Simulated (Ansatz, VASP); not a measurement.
TaN in VASP and in Ansatz

Contents of POSCAR:

```
TaN
1.0
    2.7323076900      0.0000000000      0.0000000000
    0.0000000000      2.7323076900      0.0000000000
    0.0000000000      0.0000000000      2.7323076900
Ta N
1 1
Direct
    0.0000000000      0.0000000000      0.0000000000
    0.5000000000      0.5000000000      0.5000000000
```

INCAR.step1

```
SYSTEM = TaN
ALGO = Normal
EDIFF = 1E-5
ENCUT = 520
GGA = PE
ISIF = 2
ISMEAR = -1
LASPH = .TRUE.
LCHARG = .FALSE.
LREAL = .FALSE.
LWAVE = .TRUE.
NBANDS = 15
NELM = 80
PREC = Accurate
SIGMA = 0.05
```

File INCAR.step2:

```
SYSTEM = TaN
AEXX = 0.25
ALGO = Normal
EDIFF = 1E-6
ENCUT = 520
GGA = PE
HFSCREEN = 0.3
ISIF = 2
ISMEAR = -1
ISTART = 1
LASPH = .TRUE.
LCHARG = .FALSE.
LHFCALC = .TRUE.
LREAL = .FALSE.
LWAVE = .FALSE.
NBANDS = 15
NELM = 80
PREC = Accurate
PRECFOCK = Normal
SIGMA = 0.05
```

Contents of KPOINTS:

```
k-points
0
G
  5 5 5
  0 0 0
```

Contents of input:

```
crystal:
  lattice:
    - [2.73230769, 0.0, 0.0]
    - [0.0, 2.73230769, 0.0]
    - [0.0, 0.0, 2.73230769]
  atoms:
    - { symbol: Ta, position: [0.0, 0.0, 0.0] }
    - { symbol: "N", position: [0.5, 0.5, 0.5] }
hamiltonian:
  xc: { exchange: pbe, correlation: pbe, exx: { coeff: 0.25, omega: 0.3 } }
  pseudopotentials: { kind: paw }
kpoints:
  mp_grid: { grid: [5, 5, 5] }
  band_path:
    path:
      - [[0.0, 0.0, 0.0], [0.0, 0.5, 0.0], [0.5, 0.5, 0.0], [0.0, 0.0, 0.0], [0.5, 0.5, 0.5], [0.0, 0.5, 0.0]]
      - [[0.5, 0.5, 0.0], [0.5, 0.5, 0.5]]
    npoints: 4
scf:
  occupations: { method: fermi_dirac, width: 0.05 }
  n_extra_bands: 6
output:
  forces: true
  stress: true
  eigenvalues: true
  fatbands: false
```

Alike in both runs: functional PBE-based screened hybrid; k mesh 5 × 5 × 5; occupations fermi-dirac, width 0.05 eV; no spin polarisation.

|  | VASP | Ansatz |
| --- | --- | --- |
| version | VASP 6.6.1 | Ansatz 0.2.0 |
| potentials or method | VASP PAW PBE potentials, release 64 (Ta_pv, N) | Ansatz PAW |
| plane-wave cutoff (eV) | 520 | 420 |
| valence electrons in the cell | 16 | 18 |
| task | single point | band structure |

|  | VASP | Ansatz | Ansatz less VASP |
| --- | --- | --- | --- |
| gap on the k mesh at the Fermi level (eV) | none | none | - |
| pressure (GPa) | -1.2 | -0.7 | +0.45 |

VASP's potentials were made for PBE, not for PBE-based screened hybrid. A gap of «none» marks a metal or a gap that the smearing closes. With one functional, cell and mesh, what is left measures potentials, basis and numerics. VASP's potentials hold 16 valence electrons a cell and Ansatz's 18, so a difference there can come from the potentials and not from the codes.

The k mesh is coarse, so the values compare programs but aren't converged. Spin-orbit coupling is off throughout.
